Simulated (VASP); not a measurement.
A run of VASP 6.6.1:

The input INCAR:

```
  ALGO = Normal
  EDIFF = 1E-6
  ENCUT = 520
  GGA = PS
  ISIF = 2
  ISMEAR = -1
  LASPH = True
  LCHARG = False
  LREAL = False
  LWAVE = False
  NBANDS = 22
  NELM = 80
  PREC = Accurate
  SIGMA = 0.1
```

File KPOINTS:

```
k-points
0
Gamma
  6 6 8
```

The input POSCAR:

```
Sr
1.0
    6.7288728282      0.0000000000      0.0000000000
   -3.3644364141      5.8273748080      0.0000000000
    0.0000000000      0.0000000000      4.0138947299
Sr
3
Direct
    0.0000000000      1.0000000000      0.0000000000
    0.3333333333      0.6666666667      0.5000000000
    0.6666666667      0.3333333333      0.5000000000
```

Potentials or basis: VASP PAW PBE potentials, release 64 (Sr_sv).

Launch:

```sh
$ cat potpaw_PBE.64/Sr_sv/POTCAR > POTCAR
$ mpirun -np 1 vasp_std > vasp.out
```

Hardware: 1 thread of Intel Xeon 8259CL (shared host).

**Question.** How long does it take, and how much memory?

**Answer.** Wall time 2.6 min on 1 thread of Intel Xeon 8259CL, on a shared host, peak memory 0.3 GiB. Counts: scf iterations 12, k points 35.
